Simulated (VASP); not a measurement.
**Br: single point with PBE+D3(BJ)**

Crystal: Br.

```
Br
1.0
     4.73053    0.00000    0.00000
     0.00000    4.73053    0.00000
     0.00000    0.00000    4.02095
Br
3
Direct
  0.50000 0.00000 0.00000
  0.00000 0.50000 0.00000
  0.00000 0.00000 0.50000
```

This cell differs from its parent crystal: ratio of the length along z to the lengths across it x 0.85, volume and fractional coordinates fixed.

```yaml
Program: VASP 6.6.1
Task: single point
Functional: PBE
Dispersion: D3(BJ)
Potentials_or_basis: VASP PAW PBE potentials, release 64 (Br)
Cutoff: 520 eV
k_mesh: 12 × 12 × 12
Occupations: gaussian, width 0.15 eV
Spin: no spin polarisation
```

| Quantity | Value |
| --- | --- |
| Pressure | -0.2 GPa |
| Band gap on the k mesh | zero (an odd number of electrons rules out a gap without spin polarisation) |
| Dispersion energy per atom | -0.239 eV |

Stress tensor (GPa, compression positive):
```
 0.35  0.00  0.00
 0.00  0.35  0.00
 0.00  0.00 -1.39
```

Levels at points of the mesh, in eV from the Fermi level:
```tsv
k point	band 9	band 10	band 11	band 12	band 13	band 14
(0.00, 0.00, 0.00)	-0.85	0.34	0.55	0.55	4.91	7.18
(0.50, 0.00, 0.00)	-1.46	-1.39	-0.09	0.40	7.03	7.84
(0.50, 0.50, 0.00)	-1.42	-1.42	-0.29	0.26	8.77	9.49
(0.00, 0.00, 0.50)	-2.47	-1.97	-0.30	-0.30	7.82	9.20
(0.50, 0.00, 0.50)	-1.67	-1.52	0.45	0.60	7.98	8.22
(0.50, 0.50, 0.50)	0.34	0.62	0.62	0.77	5.35	8.90
```

Run time: 98 s on 1 thread of Intel(R) Xeon(R) 6975P-C (Granite Rapids), with other jobs on the host, peak memory 0.37 GiB.

Caveat: an odd number of electrons without spin polarisation forces a metal; a magnetic or distorted state may lie lower.
